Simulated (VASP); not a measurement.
Crystal: O.

```
O
1.0
     2.79319   -1.62848    0.00000
     2.79319    1.62848    0.00000
    -2.34561    0.00000    3.57260
O
2
Cartesian
  3.4635 0.0000 3.0168
  -0.2227 0.0000 0.5558
```

Base run:

```yaml
Program: VASP 6.6.1
Functional: LDA
Potentials_or_basis: VASP PAW LDA potentials, release 64 (O)
Cutoff: 520 eV
k_mesh: 10 × 10 × 7
Occupations: fermi-dirac, width 0.05 eV
Spin: no spin polarisation
```

Its results: band gap on the k mesh zero (band 6 reaches -1.53 eV, above the bottom of band 7 at -1.85 eV); pressure -0.5 GPa; largest force 2.041 eV/Å.

Problem. The run is repeated on the same cell with these changes: functional from LDA to r2SCAN; potentials or basis from VASP PAW LDA potentials, release 64 (O) to VASP PAW PBE potentials, release 64 (O). What comes out?

Solution. Band gap on the k mesh zero (band 6 reaches -1.55 eV, above the bottom of band 7 at -1.87 eV); pressure 1.2 GPa; largest force 2.370 eV/Å.

Caveats: the standard files for N, O and F lose accuracy on very short bonds; spin is off for a triplet molecule; forces of over 1 eV/Å act on the atoms, so gaps and moduli don't describe the material at rest (some runs); the PAW data sets were made with another functional, which shifts forces and pressure a little (some runs).
